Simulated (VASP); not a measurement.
Write the native input for VASP 6.6.1 that does the following.

```
Task                   : single point
Functional             : PBEsol
Potentials or basis    : VASP PAW PBE potentials, release 64 (Mg, S)
Cutoff                 : 520 eV
k mesh                 : 8 × 8 × 8
Occupations            : gaussian, width 0.01 eV
Spin                   : no spin polarisation
Dipole correction      : no
Further INCAR settings : ALGO = Normal; EDIFF = 1e-07; NBANDS = 11
```

The structure of MgS lies in POSCAR:

```
MgS
1.0
    0.0000000000      2.5909905695      2.5909905695
    2.5909905695      0.0000000000      2.5909905695
    2.5909905695      2.5909905695      0.0000000000
Mg S
1 1
Direct
    0.0000000000      0.0000000000      0.0000000000
    0.5000000000      0.5000000000      0.5000000000
```

The input as run:

INCAR

```
ALGO = Normal ; EDIFF = 1E-7
ENCUT = 520 ; GGA = PS
ISIF = 2 ; ISMEAR = 0
LASPH = True ; LCHARG = False
LREAL = False ; LWAVE = False
NBANDS = 11 ; NELM = 80
PREC = Accurate ; SIGMA = 0.01
```

KPOINTS

```
k-points
0
Gamma
  8 8 8
```

Potentials or basis: VASP PAW PBE potentials, release 64 (Mg, S).

Run with:

```console
$ cat potpaw_PBE.64/Mg/POTCAR potpaw_PBE.64/S/POTCAR > POTCAR
$ mpirun -np 1 vasp_std > vasp.out
```

It gave:

- Pressure: -0.2 GPa
- Band gap on the k mesh: 2.73 eV, indirect (least direct gap 3.69 eV)

Caveat: the PAW data sets were made with another functional, which shifts forces and pressure a little.

Run time: 8 s on 1 thread of AMD EPYC 9R14 (Zen 4) (shared host), peak memory 0.13 GiB.
